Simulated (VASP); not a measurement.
# C (a cell with a defect) in VASP: single point with PBE+D3(BJ)

Aim: the single point of C (a cell with a defect) with PBE+D3(BJ).

Program: VASP 6.6.1. These are calculated values, not measurements. Logs are shortened: lines on timing, memory, paths and dates and some standing lists are left out, and cuts for length are marked.

**1. The cell of the first run**

The cell holds a defect, 33 atoms: a = 6.522 Å, b = 6.522 Å, c = 6.799 Å, α = 90.00°, β = 90.00°, γ = 98.24°.

**2. Single point, PBE+D3(BJ)**

The input, INCAR:

```
ALGO = Normal
EDIFF = 1E-7
ENCUT = 520
GGA = PE
ISIF = 2
ISMEAR = 0
IVDW = 12
LASPH = True
LCHARG = True
LELF = True
LREAL = Auto
LVHAR = True
LWAVE = False
NBANDS = 88
NELM = 100
PREC = Accurate
SIGMA = 0.1
```

The input, KPOINTS:

```
Automatic mesh
0
Gamma
  4 4 4
  0.5 0.5 0.5
```

The input, POSCAR:

```
C
1.0
   -4.9310759936     -4.2682922371      0.0000000000
    4.9310759936     -4.2682922371      0.0000000000
    0.0000000000      0.0000000000      6.7989836733
C
33
Direct
    0.3811868709      0.2240706551      0.7404456669
    0.0128335078      0.1016834871      0.7299423323
    0.6241911388      0.9671844332      0.7632156877
    0.5051509913      0.5976413525      0.7315558088
    0.1318892761      0.4768101417      0.7372682802
    0.7552977469      0.3555746434      0.7415295053
    0.2536264294      0.8507494516      0.7332141449
    0.8784874027      0.7244989018      0.7284250467
    0.7009315735      0.3610734974      0.2581329923
    0.3260331824      0.2354482877      0.2549588414
    0.9523128802      0.1111054023      0.2676204397
    0.8254096395      0.7355992207      0.2572994853
    0.4506631677      0.6102901945      0.2534893571
    0.0758453185      0.4856787915      0.2522504954
    0.5744176880     -0.0152012925      0.2651013867
    0.2003111873      0.8602947292      0.2547251300
    0.8677279471      0.5278824444      0.2538252896
    0.4925372280      0.4020622483      0.2533302156
    0.1178110007      0.2772544977      0.2576195332
    0.9928038982      0.9028233340      0.2601109350
    0.6169536415      0.7764066698      0.2613327352
    0.2423339798      0.6520897822      0.2511303280
    0.7430793943      0.1534044422      0.2654449675
    0.3671900571      0.0269839840      0.2586129169
    0.5485569121      0.3914459690      0.7395836263
    0.1748202233      0.2674290171      0.7345277235
    0.8044932713      0.1480284339      0.7672723234
    0.6708822311      0.7594900726      0.7254774003
    0.2956868031      0.6407380662      0.7358560103
    0.9217271070      0.5187424435      0.7335714041
    0.4170158203      1.0172927181      0.7404775834
    0.0478533173      0.8940416554      0.7299496864
    0.7423510962      0.0250867497     -0.0503931200
```

Potentials or basis: VASP PAW PBE potentials, release 64 (C).

On the command line:

```
$ cat potpaw_PBE.64/C/POTCAR > POTCAR
$ mpirun -np 1 vasp_std > vasp.out
```

OUTCAR:

```text
EDIFF = 1E-7
   ENCUT = 520
   GGA = PE
   ISIF = 2
   ISMEAR = 0
   IVDW = 12
   LASPH = True
   LREAL = Auto
   NELM = 100
   PREC = Accurate
 IVDW          = 12

 ion  position               nearest neighbor table
   1  0.381  0.224  0.740-  31 1.40  26 1.41  25 1.43
   2  0.013  0.102  0.730-  26 1.40  32 1.41  27 1.46
   3  0.624  0.967  0.763-  31 1.44  28 1.45  33 1.50  27 1.54
   4  0.505  0.598  0.732-  28 1.40  25 1.41  29 1.43
   5  0.132  0.477  0.737-  29 1.40  26 1.43  30 1.44
   6  0.755  0.356  0.742-  25 1.40  30 1.41  27 1.45
   7  0.254  0.851  0.733-  31 1.41  32 1.41  29 1.44
   8  0.878  0.724  0.728-  28 1.41  30 1.41  32 1.45
   9  0.701  0.361  0.258-  23 1.42  18 1.42  17 1.42
[... 15 lines left out ...]
  25  0.549  0.391  0.740-   6 1.40   4 1.41   1 1.43
  26  0.175  0.267  0.735-   2 1.40   1 1.41   5 1.43
  27  0.804  0.148  0.767-   6 1.45   2 1.46  33 1.50   3 1.54
  28  0.671  0.759  0.725-   4 1.40   8 1.41   3 1.45
  29  0.296  0.641  0.736-   5 1.40   4 1.43   7 1.44
  30  0.922  0.519  0.734-   6 1.41   8 1.41   5 1.44
  31  0.417  0.017  0.740-   1 1.40   7 1.41   3 1.44
  32  0.048  0.894  0.730-   2 1.41   7 1.41   8 1.45
  33  0.742  0.025  0.950-  27 1.50   3 1.50

  LATTYP: Found a base centered orthorhombic cell.
 ALAT       =     8.5365844742
 B/A-ratio  =     1.1552807820
 C/A-ratio  =     0.7964524563

  Lattice vectors:

 A1 = (  -4.9310759936,  -4.2682922371,   0.0000000000)
 A2 = (   4.9310759936,  -4.2682922371,   0.0000000000)
 A3 = (   0.0000000000,   0.0000000000,   6.7989836733)

Analysis of symmetry for initial positions (statically):
=====================================================================
 Subroutine PRICEL returns:
 Original cell was already a primitive cell.

 Routine SETGRP: Setting up the symmetry group for a
 base centered orthorhombic supercell.

 Subroutine GETGRP returns: Found  1 space group operations
 (whereof  1 operations were pure point group operations)
 out of a pool of  8 trial point group operations.

The static configuration has the point symmetry C_1 .

Analysis of symmetry for dynamics (positions and initial velocities):
=====================================================================
 Subroutine PRICEL returns:
 Original cell was already a primitive cell.

 Routine SETGRP: Setting up the symmetry group for a
 base centered orthorhombic supercell.

 Subroutine GETGRP returns: Found  1 space group operations
 (whereof  1 operations were pure point group operations)
 out of a pool of  8 trial point group operations.

The dynamic configuration has the point symmetry C_1 .

 Subroutine INISYM returns: Found  1 space group operations
 (whereof  1 operations are pure point group operations),
 and found     1 'primitive' translations

----------------------------------------------------------------------------------------

                                     Primitive cell

  volume of cell :     286.2001

  direct lattice vectors                    reciprocal lattice vectors
    -4.931075994 -4.268292237  0.000000000    -0.101397748 -0.117142869  0.000000000
     4.931075994 -4.268292237  0.000000000     0.101397748 -0.117142869  0.000000000
     0.000000000  0.000000000  6.798983673     0.000000000  0.000000000  0.147080806

  length of vectors
     6.521796461  6.521796461  6.798983673     0.154932098  0.154932098  0.147080806

  position of ions in fractional coordinates (direct lattice)
     0.381186871  0.224070655  0.740445667
     0.012833508  0.101683487  0.729942332
     0.624191139  0.967184433  0.763215688
     0.505150991  0.597641352  0.731555809
     0.131889276  0.476810142  0.737268280
     0.755297747  0.355574643  0.741529505
[... 25 lines left out ...]
     0.047853317  0.894041655  0.729949686
     0.742351096  0.025086750  0.949606880

  ion indices of the primitive-cell ions
   primitive index   ion index
                 1           1
                 2           2
                 3           3
                 4           4
                 5           5
                 6           6
[... 25 lines left out ...]
                32          32
                33          33

----------------------------------------------------------------------------------------

 KPOINTS: Automatic mesh

Automatic generation of k-mesh.
 Grid dimensions read from file:
 generate k-points for:    4    4    4

 Generating k-lattice:

  Cartesian coordinates                     Fractional coordinates (reciprocal lattice)
    -0.025349437 -0.029285717  0.000000000     0.250000000 -0.000000000  0.000000000
     0.025349437 -0.029285717  0.000000000    -0.000000000  0.250000000  0.000000000
     0.000000000  0.000000000  0.036770202     0.000000000  0.000000000  0.250000000

  Length of vectors
     0.038733025  0.038733025  0.036770202

  Shift w.r.t. Gamma in fractional coordinates (k-lattice)
     0.500000000  0.500000000  0.500000000

 Subroutine IBZKPT returns following result:
 ===========================================

 Found     32 irreducible k-points:

 Following reciprocal coordinates:
            Coordinates               Weight
  0.125000  0.125000  0.125000      2.000000
 -0.125000 -0.125000  0.125000      2.000000
  0.375000  0.125000  0.125000      2.000000
 -0.375000 -0.125000  0.125000      2.000000
  0.125000  0.375000 -0.125000      2.000000
 -0.125000 -0.375000 -0.125000      2.000000
[... 16 lines left out ...]
 -0.375000  0.125000  0.375000      2.000000
  0.375000 -0.125000  0.375000      2.000000
 [... further k-points ...]
   k-points           NKPTS =     32   k-points in BZ     NKDIM =     32   number of bands    NBANDS=     88
   number of dos      NEDOS =    301   number of ions     NIONS =     33
   total plane-waves  NPLWV = 135000
   dimension x,y,z NGX =    50 NGY =   50 NGZ =   54
   dimension x,y,z NGXF=   100 NGYF=  100 NGZF=  108
   ions per type =              33
   NGX,Y,Z   is equivalent  to a cutoff of  12.75, 12.75, 13.20 a.u.
   NGXF,Y,Z  is equivalent  to a cutoff of  25.49, 25.49, 26.41 a.u.
 SYSTEM =  unknown system
   PREC   = accura    normal or accurate (medium, high low for compatibility)
   ISTART =      0    job   : 0-new  1-cont  2-samecut
   ICHARG =      2    charge: 1-file 2-atom 10-const
   ISPIN  =      1    spin polarized calculation?
   LNONCOLLINEAR =      F non collinear calculations
   LSORBIT =      F    spin-orbit coupling
   LASPH  =      T    aspherical Exc in radial PAW
   ENCUT  =  520.0 eV  38.22 Ry    6.18 a.u.  12.13 12.13 12.64*2*pi/ulx,y,z
   NELM   =    100;   NELMIN=  2; NELMDL= -5     # of ELM steps
   EDIFF  = 0.1E-06   stopping-criterion for ELM
   LREAL  =      T    real-space projection
   EDIFFG = 0.1E-05   stopping-criterion for IOM
   NSW    =      0    number of steps for IOM
   IBRION =     -1    ionic relax: 0-MD 1-quasi-New 2-CG
   NFREE  =      0    steps in history (QN), initial steepest desc. (CG)
   ISIF   =      2    stress and relaxation
   ISYM   =      2    0-nonsym 1-usesym 2-fastsym
   POTIM  = 0.5000    time-step for ionic-motion
   TEBEG  =    0.0;   TEEND  =   0.0 temperature during run
   PSTRESS=    0.0 pullay stress
   NELECT =     132.0000    total number of electrons
   NUPDOWN=      -1.0000    fix difference up-down
   EMIN   =  10.00;   EMAX   =-10.00  energy-range for DOS
   EFERMI =   0.00;   METHOD = LEGACY
   ISMEAR =     0;   SIGMA  =   0.10  broadening in eV -4-tet -1-fermi 0-gaus
   EFERMI_NEDOS =   21; number of points for ismear=-14 and -15
   IALGO  =     38    algorithm
   IMIX   =      4    mixing-type and parameters
     AMIX     =   0.40;   BMIX     =  1.00
     AMIX_MAG =   1.60;   BMIX_MAG =  1.00
  volume/ion in A,a.u.               =       8.67        58.53
  Fermi-wavevector in a.u.,A,eV,Ry     =   1.264861  2.390241 21.767604  1.599874
  Thomas-Fermi vector in A             =   2.398144
   LORBIT       =      0    0 simple, 1 ext, 2 COOP (PROOUT), +10 PAW based schemes
   GGA     = PE    functional components
   LHFCALC =     F    Hartree Fock is set to
   AEXX    =    0.0000 exact exchange contribution
   IVDW    =    12    specifies the selected vdW correction
   LEPSILON=     F    determine dielectric tensor
   LRPA    =     F    only Hartree local field effects (RPA)
 non-spin polarized calculation
 Gauss-broadening in eV      SIGMA  =   0.10
  energy-cutoff  :      520.00
  volume of cell :      286.20
 maximum number of plane-waves:      7728
 NGX is ok and might be reduce to    50
   NGX = 25   NGY = 25   NGZ = 25

 number of electron     132.0000005 magnetization

 Free energy of the ion-electron system (eV)
  ---------------------------------------------------
  ext. energy  EPLUGINS =         0.00000000
  ---------------------------------------------------
  free energy    TOTEN  =      -296.53643513 eV

  energy without entropy =     -296.53001950  energy(sigma->0) =     -296.53322731

 E-fermi :   4.7607     XC(G=0): -10.4131

 val. band max:        4.7371641027   @ k =   0.3750  -0.3750   0.1250
 cond. band min:       4.7958587489   @ k =  -0.3750   0.3750   0.3750
 fundamental gap:      0.0586946462
 Fermi energy:         4.7607102121

 k-point     1 :       0.1250    0.1250    0.1250
  band No.  band energies     occupation
      1     -15.2524      2.00000
      2     -14.5468      2.00000
      3     -13.6036      2.00000
      4     -12.9758      2.00000
      5     -12.7450      2.00000
      6     -12.6715      2.00000
[... 70 lines left out ...]
     77       9.4185      0.00000
     78       9.8298      0.00000

 k-point     2 :      -0.1250   -0.1250    0.1250
  band No.  band energies     occupation
      1     -15.2525      2.00000
      2     -14.5467      2.00000
      3     -13.6038      2.00000
      4     -12.9757      2.00000
      5     -12.7450      2.00000
      6     -12.6715      2.00000
[... 70 lines left out ...]
     77       9.4181      0.00000
     78       9.8265      0.00000
[... 1699 lines left out ...]
     77       9.9691      0.00000
     78      10.2153      0.00000

 k-point    24 :       0.3750   -0.1250    0.3750
  band No.  band energies     occupation
      1     -15.0617      2.00000
      2     -14.3067      2.00000
      3     -13.9604      2.00000
      4     -13.5638      2.00000
      5     -12.8856      2.00000
      6     -12.2678      2.00000
[... 70 lines left out ...]
     77       9.9745      0.00000
     78      10.1891      0.00000

 [... further k-points ...]

 [bands above 78 left out]

------------------------ aborting loop because EDIFF is reached ----------------------------------------

 Edisp (eV)   -5.14661

 E8    (eV) :    -1.4590

  FORCE on cell =-STRESS in cart. coord.  units (eV):
  Direction    XX          YY          ZZ          XY          YZ          ZX
  --------------------------------------------------------------------------------------
  -------------------------------------------------------------------------------------
  Total       7.21589     9.55594     7.70100     0.17923    -0.56285     0.42865
  in kB      40.39530    53.49513    43.11096     1.00337    -3.15087     2.39964
  external pressure =       45.67 kB  Pullay stress =        0.00 kB

 VOLUME and BASIS-vectors are now :
 -----------------------------------------------------------------------------
  energy-cutoff  :      520.00
  volume of cell :      286.20
      direct lattice vectors                 reciprocal lattice vectors
    -4.931075994 -4.268292237  0.000000000    -0.101397748 -0.117142869  0.000000000
     4.931075994 -4.268292237  0.000000000     0.101397748 -0.117142869  0.000000000
     0.000000000  0.000000000  6.798983673     0.000000000  0.000000000  0.147080806

 POSITION                                       TOTAL-FORCE (eV/Angst)
 -----------------------------------------------------------------------------------
     -0.77475     -2.58342      5.03428        -0.026931     -0.000991     -0.011930
      0.43813     -0.48879      4.96287        -0.021095     -0.007360     -0.038047
      1.69133     -6.79246      5.18909        -0.007346      0.032249     -0.069928
      0.45608     -4.70704      4.97384        -0.025062      0.008993     -0.022150
      1.70083     -2.59811      5.01267        -0.029170      0.003228     -0.010532
     -1.97106     -4.74153      5.04165        -0.035720      0.011311     -0.023736
[... 25 lines left out ...]
      4.17262     -4.02028      4.96292        -0.022221      0.007191     -0.025127
     -3.53689     -3.27565      6.45636        -0.088949      0.009574      0.030931
 -----------------------------------------------------------------------------------
    total drift:                                0.001550     -0.005179      0.011324

  FREE ENERGIE OF THE ION-ELECTRON SYSTEM (eV)
  ---------------------------------------------------
  free  energy   TOTEN  =      -301.6830476703 eV

  energy  without entropy=     -301.6766320368  energy(sigma->0) =     -301.67983985
```

Wall time 38 min (1 thread of Oxide Virtual Turin-like, shared host); peak memory 0.61 GiB.

Results:

* Free energy: -301.6830 eV
* Pressure: 4.6 GPa
* Largest force: 0.095 eV/Å
* Dispersion energy per atom: -0.156 eV

Forces on the atoms (eV/Å):
```
C   -0.027 -0.001 -0.012
C   -0.021 -0.007 -0.038
C   -0.007  0.032 -0.070
C   -0.025  0.009 -0.022
C   -0.029  0.003 -0.011
C   -0.036  0.011 -0.024
C   -0.034  0.003 -0.014
C   -0.022 -0.009 -0.028
C    0.031  0.001  0.027
C    0.029  0.001  0.014
C    0.037  0.009  0.035
C    0.038  0.000  0.020
C    0.031  0.002  0.018
C    0.034  0.005  0.008
C    0.031  0.001  0.062
C    0.028  0.002  0.013
C    0.027 -0.002  0.019
C    0.030  0.002  0.014
C    0.033 -0.001  0.021
C    0.024  0.003  0.018
C    0.033 -0.004  0.032
C    0.029 -0.012  0.008
C    0.029  0.003  0.081
C    0.034  0.001  0.030
C   -0.030  0.005 -0.010
C   -0.026 -0.004 -0.021
C   -0.014 -0.051 -0.070
C   -0.035 -0.002 -0.047
C   -0.023 -0.006 -0.011
C   -0.029 -0.002 -0.019
C   -0.028 -0.011 -0.028
C   -0.022  0.007 -0.025
C   -0.089  0.010  0.031
```

Stress tensor (GPa, compression positive):
```
 4.04  0.10  0.24
 0.10  5.35 -0.32
 0.24 -0.32  4.31
```
